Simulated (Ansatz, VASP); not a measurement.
## Be4Ga2C in VASP and in Ansatz

```xyz
7
Lattice="4.7517 0.0000 0.0000 0.0000 4.7517 0.0000 0.0000 0.0000 4.1718" Properties=species:S:1:pos:R:3 pbc="T T T"
Be    0.9498    2.3758    0.4662
Be    3.8018    2.3758    0.4662
Be    2.3758    0.9498    0.4662
Be    2.3758    3.8018    0.4662
Ga    2.3758    0.0000    2.5602
Ga    0.0000    2.3758    2.5602
C     0.0000    0.0000    3.9273
```

Alike in both runs: functional PBE; k mesh 4 × 4 × 6; occupations gaussian, width 0.1 eV; no spin polarisation.

Ansatz relaxed the structure, and its values are those at the end. VASP's run is a single point on that final structure, the one shown.

```csv
,VASP,Ansatz
version,VASP 6.6.1,Ansatz 0.2.0
potentials or method,"VASP PAW PBE potentials, release 64 (Be, Ga_d, C), cutoff 520 eV","scalar-relativistic, plane waves, PAW"
valence electrons in the cell,38,38
```

```csv
,VASP,Ansatz,Ansatz less VASP
gap on the k mesh at the Fermi level (eV),none,none,-
pressure (GPa),0.1,0.0,-0.08
rms of the force components (eV/Å),0.006,0.002,-0.0046
```

A gap of «none» marks a metal or a gap that the smearing closes.
